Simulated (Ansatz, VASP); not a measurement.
One calculation of HfSi3Br4, two programs

```xyz
8
Lattice="5.8133 0.0000 0.0000 0.0000 5.8133 0.0000 0.0000 0.0000 5.8133" Properties=species:S:1:pos:R:3 pbc="T T T"
Hf    0.0000    0.0000    0.0000
Si    0.0000    2.9067    2.9067
Si    2.9067    0.0000    2.9067
Si    2.9067    2.9067    0.0000
Br    2.9067    0.0000    0.0000
Br    0.0000    2.9067    0.0000
Br    0.0000    0.0000    2.9067
Br    2.9067    2.9067    2.9067
```

Alike in both runs: functional PBE; k mesh 4 × 4 × 4; occupations gaussian, width 0.1 eV; no spin polarisation.

Ansatz relaxed the structure, and its values are those at the end. VASP's run is a single point on that final structure, the one shown.

```csv
,VASP,Ansatz
version,VASP 6.6.1,Ansatz 0.2.0
potentials or method,"VASP PAW PBE potentials, release 64 (Hf_pv, Si, Br), cutoff 520 eV","scalar-relativistic, plane waves, PAW"
valence electrons in the cell,50,66
```

VASP gave:

```
gap on the k mesh at the Fermi level (eV) : none
pressure (GPa)                            : -0.4
```

Q: What did Ansatz give for the same quantities?

A: gap on the k mesh at the Fermi level (eV): none; pressure (GPa): -0.3.

A gap of «none» marks a metal or a gap that the smearing closes. VASP's potentials hold 50 valence electrons a cell and Ansatz's 66, so a difference there can come from the potentials and not from the codes.

Neither program's run includes spin-orbit coupling.
